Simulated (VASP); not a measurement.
# O (C2/m) in VASP: notebook

O is run at these levels: PBEsol; tasks: single point.

Program: VASP 6.6.1. These are calculated values, not measurements. Logs are shortened: lines on timing, memory, paths and dates and some standing lists are left out, and cuts for length are marked.

### 1 The cell of the first run

Symmetry: C2/m, No. 12, monoclinic system. The conventional cell has a = 4.335 Å, b = 2.503 Å, c = 4.055 Å, α = 90.00°, β = 90.00°, γ = 90.00°. Within 2.3 Å of O (site symmetry m) lie 3 O at 1.74 to 2.22 Å.

### 2 Single point, PBEsol (shortest bond scaled by 0.7)

INCAR reads:

```
SYSTEM = O
PREC = Accurate
ENCUT = 520
EDIFF = 1E-6
ISMEAR = -1
SIGMA = 0.05
LREAL = .FALSE.
LASPH = .TRUE.
NELM = 80
ALGO = Normal
ISIF = 2
LWAVE = .FALSE.
LCHARG = .FALSE.
GGA = PS
NBANDS = 13
```

KPOINTS reads:

```
regular mesh
0
G
  14 14 8
  0 0 0
```

POSCAR reads:

```
O
1.0
    2.5029894065      0.0000000000      0.0000000000
   -1.2514947032      2.1676524114      0.0000000000
    0.0000000000      0.0000000000      4.0548428385
O
2
Direct
    0.2333333333      0.6166666667      0.1750000000
    0.7666666667      0.3833333333      0.8250000000
```

Potentials or basis: VASP PAW PBE potentials, release 64 (O).

The run is started by

```sh
$ cat potpaw_PBE.64/O/POTCAR > POTCAR
$ mpirun -np 1 vasp_std > vasp.out
```

OUTCAR:

```text
SYSTEM = O
   PREC = Accurate
   ENCUT = 520
   EDIFF = 1E-6
   ISMEAR = -1
   LREAL = .FALSE.
   LASPH = .TRUE.
   NELM = 80
   ISIF = 2
   GGA = PS

 ion  position               nearest neighbor table
   1  0.233  0.617  0.175-   2 1.74
   2  0.767  0.383  0.825-   1 1.74

  LATTYP: Found a hexagonal cell.
 ALAT       =     2.5029894065
 C/A-ratio  =     1.6200000000

  Lattice vectors:

 A1 = (   2.5029894065,   0.0000000000,   0.0000000000)
 A2 = (  -1.2514947032,   2.1676524114,   0.0000000000)
 A3 = (   0.0000000000,   0.0000000000,   4.0548428385)

Analysis of symmetry for initial positions (statically):
=====================================================================
 Subroutine PRICEL returns:
 Original cell was already a primitive cell.

 Routine SETGRP: Setting up the symmetry group for a
 hexagonal supercell.

 Subroutine GETGRP returns: Found  4 space group operations
 (whereof  4 operations were pure point group operations)
 out of a pool of 24 trial point group operations.

The static configuration has the point symmetry C_2h.

Analysis of symmetry for dynamics (positions and initial velocities):
=====================================================================
 Subroutine PRICEL returns:
 Original cell was already a primitive cell.

 Routine SETGRP: Setting up the symmetry group for a
 hexagonal supercell.

 Subroutine GETGRP returns: Found  4 space group operations
 (whereof  4 operations were pure point group operations)
 out of a pool of 24 trial point group operations.

The dynamic configuration has the point symmetry C_2h.

 Subroutine INISYM returns: Found  4 space group operations
 (whereof  4 operations are pure point group operations),
 and found     1 'primitive' translations

----------------------------------------------------------------------------------------

                                     Primitive cell

  volume of cell :      22.0000

  direct lattice vectors                    reciprocal lattice vectors
     2.502989406  0.000000000  0.000000000     0.399522266  0.230664288  0.000000000
    -1.251494703  2.167652411  0.000000000     0.000000000  0.461328576  0.000000000
     0.000000000  0.000000000  4.054842838     0.000000000  0.000000000  0.246618683

  length of vectors
     2.502989406  2.502989406  4.054842838     0.461328576  0.461328576  0.246618683

  position of ions in fractional coordinates (direct lattice)
     0.233333333  0.616666667  0.175000000
     0.766666667  0.383333333  0.825000000

  ion indices of the primitive-cell ions
   primitive index   ion index
                 1           1
                 2           2

----------------------------------------------------------------------------------------

 KPOINTS: regular mesh

Automatic generation of k-mesh.
 Grid dimensions read from file:
 generate k-points for:   14   14    8

 Generating k-lattice:

  Cartesian coordinates                     Fractional coordinates (reciprocal lattice)
     0.028537305  0.016476021  0.000000000     0.071428571  0.000000000  0.000000000
     0.000000000  0.032952041  0.000000000     0.000000000  0.071428571  0.000000000
     0.000000000  0.000000000  0.030827335     0.000000000  0.000000000  0.125000000

  Length of vectors
     0.032952041  0.032952041  0.030827335

  Shift w.r.t. Gamma in fractional coordinates (k-lattice)
     0.000000000  0.000000000  0.000000000

 Subroutine IBZKPT returns following result:
 ===========================================

 Found    429 irreducible k-points:

 Following reciprocal coordinates:
            Coordinates               Weight
  0.000000  0.000000  0.000000      1.000000
  0.071429  0.000000  0.000000      2.000000
  0.000000  0.071429  0.000000      4.000000
  0.142857  0.000000  0.000000      2.000000
  0.000000  0.142857  0.000000      4.000000
  0.214286  0.000000  0.000000      2.000000
[... 16 lines left out ...]
 -0.285714  0.214286  0.000000      4.000000
  0.285714  0.071429  0.000000      4.000000
 [... further k-points ...]
   k-points           NKPTS =    429   k-points in BZ     NKDIM =    429   number of bands    NBANDS=     13
   number of dos      NEDOS =    301   number of ions     NIONS =      2
   total plane-waves  NPLWV =  12000
   dimension x,y,z NGX =    20 NGY =   20 NGZ =   30
   dimension x,y,z NGXF=    40 NGYF=   40 NGZF=   60
   ions per type =               2
   NGX,Y,Z   is equivalent  to a cutoff of  13.28, 13.28, 12.30 a.u.
   NGXF,Y,Z  is equivalent  to a cutoff of  26.57, 26.57, 24.60 a.u.
 SYSTEM =  O
   PREC   = accura    normal or accurate (medium, high low for compatibility)
   ISTART =      0    job   : 0-new  1-cont  2-samecut
   ICHARG =      2    charge: 1-file 2-atom 10-const
   ISPIN  =      1    spin polarized calculation?
   LNONCOLLINEAR =      F non collinear calculations
   LSORBIT =      F    spin-orbit coupling
   LASPH  =      T    aspherical Exc in radial PAW
   ENCUT  =  520.0 eV  38.22 Ry    6.18 a.u.   4.65  4.65  7.54*2*pi/ulx,y,z
   NELM   =     80;   NELMIN=  2; NELMDL= -5     # of ELM steps
   EDIFF  = 0.1E-05   stopping-criterion for ELM
   LREAL  =      F    real-space projection
   EDIFFG = 0.1E-04   stopping-criterion for IOM
   NSW    =      0    number of steps for IOM
   IBRION =     -1    ionic relax: 0-MD 1-quasi-New 2-CG
   NFREE  =      0    steps in history (QN), initial steepest desc. (CG)
   ISIF   =      2    stress and relaxation
   ISYM   =      2    0-nonsym 1-usesym 2-fastsym
   POTIM  = 0.5000    time-step for ionic-motion
   TEBEG  =    0.0;   TEEND  =   0.0 temperature during run
   PSTRESS=    0.0 pullay stress
   NELECT =      12.0000    total number of electrons
   NUPDOWN=      -1.0000    fix difference up-down
   EMIN   =  10.00;   EMAX   =-10.00  energy-range for DOS
   EFERMI =   0.00;   METHOD = LEGACY
   ISMEAR =    -1;   SIGMA  =   0.05  broadening in eV -4-tet -1-fermi 0-gaus
   EFERMI_NEDOS =   21; number of points for ismear=-14 and -15
   IALGO  =     38    algorithm
   IMIX   =      4    mixing-type and parameters
     AMIX     =   0.40;   BMIX     =  1.00
     AMIX_MAG =   1.60;   BMIX_MAG =  1.00
  volume/ion in A,a.u.               =      11.00        74.23
  Fermi-wavevector in a.u.,A,eV,Ry     =   1.337604  2.527706 24.343347  1.789186
  Thomas-Fermi vector in A             =   2.466140
   LORBIT       =      0    0 simple, 1 ext, 2 COOP (PROOUT), +10 PAW based schemes
   GGA     = PS    functional components
   LHFCALC =     F    Hartree Fock is set to
   AEXX    =    0.0000 exact exchange contribution
   IVDW    =     0    specifies the selected vdW correction
   LEPSILON=     F    determine dielectric tensor
   LRPA    =     F    only Hartree local field effects (RPA)
 non-spin polarized calculation
  energy-cutoff  :      520.00
  volume of cell :       22.00
 maximum number of plane-waves:       606
   NGX =  9   NGY =  9   NGZ = 15

 number of electron      12.0000001 magnetization

 Free energy of the ion-electron system (eV)
  ---------------------------------------------------
  ext. energy  EPLUGINS =         0.00000000
  ---------------------------------------------------
  free energy    TOTEN  =        -6.15058979 eV

  energy without entropy =       -6.12332607  energy(sigma->0) =       -6.13695793

 E-fermi :  -0.9078     XC(G=0): -10.2490

 val. band max:       -0.9079074258   @ k =   0.0714   0.0000   0.1250
 cond. band min:      -0.9077452916   @ k =   0.0000   0.3571   0.5000
 fundamental gap:      0.0001621342
 Fermi energy:        -0.9078175553

 k-point     1 :       0.0000    0.0000    0.0000
  band No.  band energies     occupation
      1     -21.1863      2.00000
      2     -16.2537      2.00000
      3      -5.8841      2.00000
      4      -1.5200      1.99999
      5      -0.7108      0.03817
      6      -0.5218      0.00089
      7      -0.2832      0.00001
      8       1.5285      0.00000
      9      10.6230      0.00000
     10      17.5109      0.00000
     11      18.5747      0.00000
     12      26.7796      0.00000
     13      28.5900      0.00000

 k-point     2 :       0.0714    0.0000    0.0000
  band No.  band energies     occupation
      1     -21.0956      2.00000
      2     -16.2272      2.00000
      3      -5.8280      2.00000
      4      -1.9553      2.00000
      5      -0.9099      1.02056
      6      -0.4468      0.00020
      7      -0.1635      0.00000
      8       1.4768      0.00000
      9      10.8000      0.00000
     10      17.6812      0.00000
     11      18.6134      0.00000
     12      25.5811      0.00000
     13      28.8246      0.00000

 k-point     3 :       0.0000    0.0714    0.0000
  band No.  band energies     occupation
      1     -21.1045      2.00000
      2     -16.2148      2.00000
      3      -5.8274      2.00000
      4      -1.7661      2.00000
      5      -0.8943      0.86571
      6      -0.7259      0.05121
      7      -0.1426      0.00000
      8       1.5172      0.00000
      9      10.7909      0.00000
     10      17.6748      0.00000
     11      18.6765      0.00000
     12      26.1379      0.00000
     13      27.8562      0.00000
[... 305 lines left out ...]
 k-point    23 :      -0.2857    0.2143    0.0000
  band No.  band energies     occupation
      1     -20.1833      2.00000
      2     -15.9178      2.00000
      3      -5.3776      2.00000
      4      -4.0960      2.00000
      5      -2.0206      2.00000
      6      -1.0872      1.94618
      7      -0.5982      0.00408
      8       1.3380      0.00000
      9      12.3108      0.00000
     10      18.3952      0.00000
     11      19.7448      0.00000
     12      21.6077      0.00000
     13      24.6217      0.00000

 k-point    24 :       0.2857    0.0714    0.0000
  band No.  band energies     occupation
      1     -19.4994      2.00000
      2     -16.1045      2.00000
      3      -5.6468      2.00000
      4      -4.5219      2.00000
      5      -2.4772      2.00000
      6      -1.5981      2.00000
      7      -0.0606      0.00000
      8       0.8660      0.00000
      9      13.3209      0.00000
     10      17.3132      0.00000
     11      19.0987      0.00000
     12      22.0443      0.00000
     13      25.1755      0.00000

 [... further k-points ...]

------------------------ aborting loop because EDIFF is reached ----------------------------------------

  FORCE on cell =-STRESS in cart. coord.  units (eV):
  Direction    XX          YY          ZZ          XY          YZ          ZX
  --------------------------------------------------------------------------------------
  -------------------------------------------------------------------------------------
  Total       -1.4072706     -1.0678382     -6.7521482     -0.2939571     -1.8034109     -3.1235995
  in kB     -102.4862288    -77.7666405   -491.7335779    -21.4077914   -131.3356388   -227.4800164
  external PRESSURE =    -223.9954824 kB  Pullay stress =       0.0000000 kB

 VOLUME and BASIS-vectors are now :
 -----------------------------------------------------------------------------
  energy-cutoff  :      520.00
  volume of cell :       22.00
      direct lattice vectors                 reciprocal lattice vectors
     2.502989406  0.000000000  0.000000000     0.399522266  0.230664288  0.000000000
    -1.251494703  2.167652411  0.000000000     0.000000000  0.461328576  0.000000000
     0.000000000  0.000000000  4.054842838     0.000000000  0.000000000  0.246618683

 POSITION                                       TOTAL-FORCE (eV/Angst)
 -----------------------------------------------------------------------------------
     -0.18772      1.33672      0.70960        -2.246984     -1.297297     -4.166886
      1.43922      0.83093      3.34525         2.246984      1.297297      4.166886
 -----------------------------------------------------------------------------------
    total drift:                                0.000000     -0.000000      0.000000

  FREE ENERGIE OF THE ION-ELECTRON SYSTEM (eV)
  ---------------------------------------------------
  free  energy   TOTEN  =        -6.1505897948 eV

  energy  without entropy=       -6.1233260676  energy(sigma->0) =       -6.13695793
```

It took 38 s on 1 thread of Intel Xeon 6975P-C (Granite Rapids), shared host; peak memory 0.2 GiB.

Results:

* Free energy: -6.1506 eV
* Pressure: -22.4 GPa
* Largest force: 4.909 eV/Å
* Band gap on the k mesh: zero (bands 6 and 7 overlap by 0.88 eV)

Forces on the atoms (eV/Å):
```
O   -2.247 -1.297 -4.167
O    2.247  1.297  4.167
```

Stress tensor (GPa, compression positive):
```
-10.25  -2.14 -22.75
 -2.14  -7.78 -13.13
-22.75 -13.13 -49.17
```

Levels at points of the mesh, in eV from the Fermi level:
```
           k point  band 2  band 3  band 4  band 5  band 6  band 7  band 8  band 9  band 10  band 11
(0.00, 0.00, 0.00)  -15.35   -4.98   -0.61    0.20    0.39    0.62    2.44   11.53    18.42    19.48
(0.50, 0.00, 0.00)  -15.67   -4.99   -4.48   -1.63   -0.72    0.93    1.01   16.27    16.91    17.83
(0.00, 0.50, 0.00)  -14.77   -5.32   -4.14   -1.55   -0.72   -0.33    2.02   15.36    17.32    18.74
(0.00, 0.00, 0.50)  -15.83   -3.59   -0.54   -0.42    0.21    0.62    1.74   12.70    16.66    20.82
(0.50, 0.00, 0.50)  -15.68   -5.44   -4.98   -1.53    0.16    0.79    1.67   15.47    16.15    18.41
(0.00, 0.50, 0.50)  -14.94   -5.39   -4.19   -1.56   -0.53   -0.17    1.94   15.51    17.04    20.52
```

Caveat: the cell differs from its parent crystal (shortest bond scaled by 0.7); the stress differs along the axes, from -49 to -8 GPa; the PAW data sets were made with another functional, which shifts forces and pressure a little.

(Part 1 of 2 ends here.)
